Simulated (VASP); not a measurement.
The system is Be.

```
Be
1.0
    -1.25312    1.25312    1.25312
     1.25312   -1.25312    1.25312
     1.25312    1.25312   -1.25312
Be
1
Direct
  0.00000 0.00000 0.00000
```

Base run:

| Quantity | Value |
| --- | --- |
| Program | VASP 6.6.1 |
| Functional | PBE |
| Potentials or basis | VASP PAW PBE potentials, release 64 (Be) |
| Cutoff | 600 eV |
| k mesh | 15 × 15 × 15 |
| Occupations | tetrahedron |
| Spin | no spin polarisation |

Its results: band gap on the k mesh zero (band 1 reaches 10.98 eV, above the bottom of band 2 at 6.57 eV); pressure -0.7 GPa.

**Question.** After a change of settings the same cell gave: band gap on the k mesh zero (band 1 reaches 12.39 eV, above the bottom of band 2 at 8.02 eV); pressure 8.4 GPa. Which change was it?
A. cutoff from 600 eV to 520 eV
B. functional from PBE to PBEsol; cutoff from 600 eV to 520 eV; occupations from tetrahedron to gaussian, width 0.1 eV
C. functional from PBE to PBE exchange alone; cutoff from 600 eV to 520 eV; further incar settings from ALGO = Normal; EDIFF = 1e-06; NBANDS = 7 to ALGO = Normal; EDIFF = 1e-07; NBANDS = 7
D. cutoff from 600 eV to 520 eV; occupations from tetrahedron to gaussian, width 0.05 eV; further incar settings from ALGO = Normal; EDIFF = 1e-06; NBANDS = 7 to ALGO = Fast; EDIFF = 1e-07; NBANDS = 7

**Answer.** C.

Caveats: tetrahedron occupations give inexact forces and stress in metals.
